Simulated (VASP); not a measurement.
# S (P6_3/mmc) in VASP: a series of runs, part 2 of 2

VASP 6.6.1. The steps go on from the part before.

## Step 3: Relaxation of cell and atoms, PBEsol

This run uses another cell than the first one, of 18.52 Å³/atom, 1.157 times its volume.

INCAR reads:

```
PREC = Accurate ; ENCUT = 600
EDIFF = 1E-7 ; ISMEAR = -1
SIGMA = 0.02 ; LREAL = False
LASPH = True ; NELM = 100
ALGO = Normal ; ISIF = 3
LWAVE = False ; LCHARG = False
GGA = PS ; IBRION = 2
NSW = 80 ; EDIFFG = -0.01
```

KPOINTS reads:

```
regular mesh
0
Gamma
  16 16 9
```

POSCAR reads:

```
S
1.0
    2.9700000000      0.0000000000      0.0000000000
   -1.4850000000      2.5720954492      0.0000000000
    0.0000000000      0.0000000000      4.8500100000
S
2
Direct
    0.3333333333      0.6666666667      0.2500000000
    0.6666666667      0.3333333333      0.7500000000
```

Potentials or basis: VASP PAW PBE potentials, release 64 (S).

Command:

```sh
> cat potpaw_PBE.64/S/POTCAR > POTCAR
> mpirun -np 1 vasp_std > vasp.out
```

OUTCAR:

```text
PREC = Accurate
   ENCUT = 600
   EDIFF = 1E-7
   ISMEAR = -1
   LREAL = False
   LASPH = True
   NELM = 100
   ISIF = 3
   GGA = PS
   IBRION = 2
   NSW = 80
   EDIFFG = -0.01

 ion  position               nearest neighbor table
   1  0.333  0.667  0.250-
   2  0.667  0.333  0.750-

  LATTYP: Found a hexagonal cell.
 ALAT       =     2.9700000000
 C/A-ratio  =     1.6330000000

  Lattice vectors:

 A1 = (   2.9700000000,   0.0000000000,   0.0000000000)
 A2 = (  -1.4850000000,   2.5720954492,   0.0000000000)
 A3 = (   0.0000000000,   0.0000000000,   4.8500100000)

Analysis of symmetry for initial positions (statically):
=====================================================================
 Subroutine PRICEL returns:
 Original cell was already a primitive cell.

 Routine SETGRP: Setting up the symmetry group for a
 hexagonal supercell.

 Subroutine GETGRP returns: Found 24 space group operations
 (whereof 12 operations were pure point group operations)
 out of a pool of 24 trial point group operations.

The static configuration has the point symmetry D_3d.
 The point group associated with its full space group is D_6h.

Analysis of symmetry for dynamics (positions and initial velocities):
=====================================================================
 Subroutine PRICEL returns:
 Original cell was already a primitive cell.

[... 269 lines left out ...]

 k-point     1 :       0.0000    0.0000    0.0000
  band No.  band energies     occupation
      1      -8.9159      2.00000
      2       0.7278      2.00000
      3       2.3238      2.00000
      4       8.1854      2.00000
      5       8.1854      2.00000
      6      11.6718      0.00000
      7      11.6718      0.00000
      8      14.2765      0.00000
      9      15.3986      0.00000
     10      20.9103      0.00000
[... 287 lines left out ...]
 k-point    24 :       0.2500    0.1875    0.0000
  band No.  band energies     occupation
      1      -6.3430      2.00000
      2      -1.4070      2.00000
      3       3.5205      2.00000
      4       4.7262      2.00000
      5       5.8593      2.00000
      6       9.7778      2.00000
      7       9.9591      1.99494
      8      11.8117      0.00000
      9      16.4590      0.00000
     10      16.9877      0.00000

 [... further k-points ...]

[... ionic steps 4 to 19 ...]

--------------------------------------- Ionic step       20  -------------------------------------------

 number of electron      12.0000001 magnetization

------------------------ aborting loop because EDIFF is reached ----------------------------------------
[... 67 lines left out ...]
--------------------------------------- Ionic step       22  -------------------------------------------

 number of electron      12.0000000 magnetization

 Free energy of the ion-electron system (eV)
  ---------------------------------------------------
  ext. energy  EPLUGINS =         0.00000000
  ---------------------------------------------------
  free energy    TOTEN  =        -7.48707999 eV

  energy without entropy =       -7.48586958  energy(sigma->0) =       -7.48647478

 E-fermi :   7.6204     XC(G=0): -11.1183

 val. band max:        7.6104393027   @ k =   0.3750   0.0000   0.0000
 cond. band min:       7.6277578692   @ k =   0.3125  -0.0000   0.3333
 fundamental gap:      0.0173185665
 Fermi energy:         7.6203619019

 k-point     1 :       0.0000    0.0000    0.0000
  band No.  band energies     occupation
      1      -9.7110      2.00000
      2      -1.3408      2.00000
      3       1.7210      2.00000
      4       5.1202      2.00000
      5       5.1202      2.00000
      6       8.5765      0.00000
      7       8.5765      0.00000
      8      11.5662      0.00000
      9      11.6736      0.00000
     10      16.7490      0.00000
[... 328 lines left out ...]
  FREE ENERGIE OF THE ION-ELECTRON SYSTEM (eV)
  ---------------------------------------------------
  free  energy   TOTEN  =        -7.4870799912 eV

  energy  without entropy=       -7.4858695786  energy(sigma->0) =       -7.48647478

 reached required accuracy - stopping structural energy minimisation
```

OSZICAR:

```text
N       E                     dE             d eps       ncg     rms          rms(c)
DAV:   1     0.516776015493E+02    0.51678E+02   -0.61480E+03  3000   0.118E+03
DAV:   2    -0.415393649377E+01   -0.55832E+02   -0.54208E+02  4910   0.165E+02
DAV:   3    -0.633884667983E+01   -0.21849E+01   -0.21548E+01  3584   0.377E+01
[... 203 lines left out ...]
DAV:   2    -0.748708752128E+01    0.20138E-04   -0.28158E-05  3068   0.416E-02    0.205E-02
DAV:   3    -0.748708071640E+01    0.68049E-05   -0.20077E-05  3114   0.299E-02    0.113E-02
DAV:   4    -0.748708027848E+01    0.43792E-06   -0.27298E-07  3230   0.457E-03    0.404E-03
DAV:   5    -0.748708006159E+01    0.21689E-06   -0.10743E-08  1570   0.854E-04    0.111E-03
DAV:   6    -0.748707999119E+01    0.70397E-07   -0.16503E-09  1528   0.385E-04
  22 F= -.74870800E+01 E0= -.74864748E+01  d E =-.967492E-04
```

It took 14 min on 1 thread of AMD EPYC 7R43 (Zen 3), shared host; peak memory 0.17 GiB.

Results:

* Free energy: -7.4871 eV
* Relaxed volume: 16.03 Å³/atom
* Relaxed cell: a = 3.258 Å, b = 3.258 Å, c = 3.489 Å, α = 90.00°, β = 90.00°, γ = 120.00°
* Space group after relaxing (to 0.05 Å): P6_3/mmc (No. 194)
* Energy gained by relaxing: 576.0 meV/atom
* Ionic steps: 22
* Pressure after relaxing: 0.0 GPa
* Band gap on the k mesh: zero (band 6 reaches 8.58 eV, above the bottom of band 7 at 6.47 eV)

The path:
```
step  energy change (eV)  largest force (eV/Å)  pressure (GPa)  volume (Å³)
   1              0.0000                0.0000          -12.86        37.05
   2             -0.3964                0.0000            0.80        29.63
   3             -0.3968                0.0000            1.32        29.47
   4             -0.5325                0.0000            3.03        29.01
   5             -0.8701                0.0000           16.35        27.12
   6             -0.9052                0.0000           16.09        27.32
   7             -0.9757                0.0000           15.44        27.87
   8             -0.9339                0.0000           14.77        28.81
   9             -0.9764                0.0000           14.90        28.45
  10             -0.9880                0.0000           15.15        28.17
  11             -1.0406                0.0000           12.02        28.78
  12             -1.1351                0.0000            4.16        30.67
  13             -1.0882                0.0000           -6.64        34.68
  14             -1.1511                0.0000           -0.26        32.04
  15             -1.1512                0.0000            0.05        31.94
  16             -1.1512                0.0000            0.28        31.86
  17             -1.1514                0.0000            0.28        31.87
  18             -1.1518                0.0000            0.29        31.91
  19             -1.1518                0.0000            0.31        32.00
  20             -1.1519                0.0000            0.30        31.96
  21             -1.1520                0.0000            0.09        32.04
  22             -1.1520                0.0000            0.00        32.07
```

Final structure:
```yaml
crystal:
  lattice:
    - [3.25787, 0.00000, 0.00000]
    - [-1.62894, 2.82140, 0.00000]
    - [0.00000, 0.00000, 3.48865]
  atoms:
    - { symbol: S, position: [0.33333, 0.66667, 0.25000] }
    - { symbol: S, position: [0.66667, 0.33333, 0.75000] }
```

Caveat: the PAW data sets were made with another functional, which shifts forces and pressure a little.
